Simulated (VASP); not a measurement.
**Pd: single point with BLYP+D4**

The system is Pd.

```
Pd
1.0
     0.00000    1.97392    1.97392
     1.97392    0.00000    1.97392
     1.97392    1.97392    0.00000
Pd
1
Cartesian
  0.0000 0.0000 0.0000
```

* Program: VASP 6.6.1
* Task: single point
* Functional: BLYP
* Dispersion: D4
* Potentials or basis: VASP PAW PBE potentials, release 64 (Pd)
* Cutoff: 520 eV
* k mesh: 12 × 12 × 12
* Occupations: fermi-dirac, width 0.05 eV
* Spin: no spin polarisation

```yaml
Pressure: 0.4 GPa
Band_gap_on_the_k_mesh: zero (band 5 reaches 9.86 eV, above the bottom of band 6 at 8.36 eV)
Dispersion_energy_per_atom: -0.908 eV
```

Levels at points of the mesh, in eV from the Fermi level:
| k point | band 3 | band 4 | band 5 | band 6 | band 7 | band 8 |
| --- | --- | --- | --- | --- | --- | --- |
| (0.00, 0.00, 0.00) | -2.64 | -2.64 | -1.15 | -1.15 | 17.51 | 21.87 |
| (0.50, 0.00, 0.00) | -2.68 | -0.01 | -0.01 | 1.39 | 7.05 | 16.90 |
| (0.50, 0.50, 0.00) | -0.05 | 0.29 | 0.29 | 3.57 | 10.44 | 13.09 |

It took 20 s on 1 thread of Intel(R) Xeon(R) Platinum 8259CL CPU @ 2.50GHz (Skylake/Cascade Lake), with other jobs on the host, peak memory 0.14 GiB.

Caveat: the PAW data sets were made with another functional, which shifts forces and pressure a little; pairwise dispersion overbinds metals, which lowers pressure and volume.
